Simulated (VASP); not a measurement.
Input of a VASP 6.6.1 run:

POSCAR

```
Sn
1.0
   -2.9401404553      2.9401404553      1.5993019889
    2.9401404553     -2.9401404553      1.5993019889
    2.9401404553      2.9401404553     -1.5993019889
Sn
2
Direct
    0.0000000000      0.0000000000      0.0000000000
    0.7500000000      0.2500000000      0.5000000000
```

The input INCAR.step1:

```
ALGO = Normal
EDIFF = 1E-5
ENCUT = 520
GGA = PE
ISIF = 2
ISMEAR = -1
LASPH = True
LCHARG = False
LREAL = False
LWAVE = True
NBANDS = 21
NELM = 80
PREC = Accurate
SIGMA = 0.05
```

INCAR.step2

```
AEXX = 0.25
ALGO = Normal
EDIFF = 1E-6
ENCUT = 520
GGA = PE
HFSCREEN = 0.3
ISIF = 2
ISMEAR = -1
ISTART = 1
LASPH = True
LCHARG = False
LHFCALC = True
LREAL = False
LWAVE = False
NBANDS = 21
NELM = 80
PREC = Accurate
PRECFOCK = Normal
SIGMA = 0.05
```

Contents of KPOINTS:

```
k-points
0
Gamma
  5 5 5
```

Potentials or basis: VASP PAW PBE potentials, release 64 (Sn_d).

Run with:

```sh
$ cat potpaw_PBE.64/Sn_d/POTCAR > POTCAR
$ cp INCAR.step1 INCAR
$ mpirun -np 1 vasp_std > vasp.out
$ cp INCAR.step2 INCAR
$ mpirun -np 1 vasp_std > vasp.out
```

Predict the pressure.

0.1 GPa.

Predict the band gap on the k mesh.

zero (bands 14 and 15 overlap by 2.71 eV).

Stress tensor (GPa, compression positive):
```
 2.09  0.00  0.00
 0.00  2.09  0.00
 0.00  0.00 -3.81
```

Caveat: the k points lie up to 0.45 Å⁻¹ apart, too coarse for converged energies and pressures of a metal; the PAW data sets were made with another functional, which shifts forces and pressure a little; spin-orbit coupling is left out, which moves the levels of the heavy elements.
